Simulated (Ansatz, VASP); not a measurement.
# BAs5 in VASP and in Ansatz

```
CELL_PARAMETERS angstrom
0.00000 3.85687 3.85687
3.85687 0.00000 3.85687
3.85687 3.85687 0.00000
ATOMIC_POSITIONS crystal
B 0.75000 0.75000 0.75000
As 0.12484 0.12484 0.62548
As 0.62548 0.12484 0.12484
As 0.12484 0.12484 0.12484
As 0.12484 0.62548 0.12484
As 0.50000 0.50000 0.50000
```

Change from the starting cell: species swapped into the Be5Fe type (F-43m, No. 216).

Alike in both runs: task relaxation of cell and atoms; functional PBE; k mesh 8 × 8 × 8; occupations gaussian, width 0.1 eV; no spin polarisation.

|  | VASP | Ansatz |
| --- | --- | --- |
| version | VASP 6.6.1 | Ansatz 0.2.0 |
| potentials or method | VASP PAW PBE potentials, release 64 (B, As), cutoff 600 eV | scalar-relativistic, plane waves, PAW |
| valence electrons in the cell | 28 | 78 |

|  | VASP | Ansatz | Ansatz less VASP |
| --- | --- | --- | --- |
| gap on the k mesh at the Fermi level, each at its own relaxed structure (eV) | none | none | - |
| relaxed volume (Å³/atom) | 19.53 | 19.47 | -0.059 |
| relaxed cell length with the largest relative difference (Å) | 5.493 | 5.487 | -0.0055 |

A gap of «none» marks a metal or a gap that the smearing closes. VASP's potentials hold 28 valence electrons a cell and Ansatz's 78, so a difference there can come from the potentials and not from the codes.
